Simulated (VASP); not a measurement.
Crystal: Te3O7.

```xyz
10
Lattice="3.1384 1.8120 8.0487 -3.1384 1.8120 8.0487 0.0000 -3.6239 8.0487" Properties=species:S:1:pos:R:3 pbc="T T T"
Te    0.0000    0.0000   10.0463
Te    0.0000    0.0000   14.0997
Te    0.0000    0.0000    0.0000
O     0.0000    0.0000   12.0730
O     0.0000   -1.8120    9.0475
O     1.5692    0.9060    9.0475
O    -1.5692    0.9060    9.0475
O     1.5692   -0.9060   15.0985
O    -1.5692   -0.9060   15.0985
O     0.0000    1.8120   15.0985
```

The cell was generated, and may not be a known phase.

```yaml
Program: VASP 6.6.1
Task: relaxation of cell and atoms
Functional: PBE
Potentials_or_basis: VASP PAW PBE potentials, release 64 (Te, O)
Cutoff: 600 eV
k_mesh: 3 × 3 × 3
Occupations: gaussian, width 0.1 eV
Spin: no spin polarisation
```

At the start: pressure -6.4 GPa; volume 27.46 Å³/atom.

Where does the relaxation end?

Over 17 steps the energy falls by 228.0 meV/atom and the volume is 24.76 Å³/atom (-9.8 %); space group R-3m (No. 166, to 0.1 Å) before and after.

The path:
| step | energy change (eV) | largest force (eV/Å) | pressure (GPa) | volume (Å³) |
| --- | --- | --- | --- | --- |
| 1 | 0.0000 | 4.0697 | -6.38 | 274.62 |
| 2 | -0.4594 | 5.6941 | 12.36 | 233.30 |
| 3 | -1.5820 | 1.0310 | 1.27 | 249.49 |
| 4 | -1.5826 | 0.9978 | 1.52 | 249.00 |
| 5 | -1.8194 | 1.1103 | 0.64 | 253.70 |
| 6 | -1.8505 | 1.5536 | 0.34 | 256.03 |
| 7 | -1.9925 | 0.4108 | -1.86 | 259.91 |
| 8 | -1.9976 | 0.3955 | -2.31 | 260.81 |
| 9 | -2.1236 | 0.5736 | -0.97 | 254.78 |
| 10 | -2.1630 | 0.9770 | 0.44 | 249.36 |
| 11 | -2.2421 | 0.4064 | 1.06 | 247.27 |
| 12 | -2.2441 | 0.4740 | 1.18 | 246.88 |
| 13 | -2.2703 | 0.0962 | -0.96 | 250.54 |
| 14 | -2.2769 | 0.1989 | -0.32 | 249.39 |
| 15 | -2.2800 | 0.0726 | -0.11 | 248.21 |
| 16 | -2.2800 | 0.0565 | -0.12 | 248.28 |
| 17 | -2.2803 | 0.0277 | 0.11 | 247.62 |

Final structure:
```cif
data_structure
_symmetry_space_group_name_H-M 'P 1'
_symmetry_Int_Tables_number 1
_cell_length_a 8.7304
_cell_length_b 8.7304
_cell_length_c 8.7304
_cell_angle_alpha 39.990
_cell_angle_beta 39.990
_cell_angle_gamma 39.990
_cell_volume 247.62
loop_
_atom_site_label
_atom_site_type_symbol
_atom_site_fract_x
_atom_site_fract_y
_atom_site_fract_z
_atom_site_occupancy
Te1 Te 0.41503 0.41503 0.41503 1
Te2 Te 0.58497 0.58497 0.58497 1
Te3 Te 0.00000 0.00000 0.00000 1
O1 O 0.50000 0.50000 0.50000 1
O2 O 0.21436 0.21436 0.72989 1
O3 O 0.72989 0.21436 0.21436 1
O4 O 0.21436 0.72989 0.21436 1
O5 O 0.78564 0.27011 0.78564 1
O6 O 0.27011 0.78564 0.78564 1
O7 O 0.78564 0.78564 0.27011 1
```
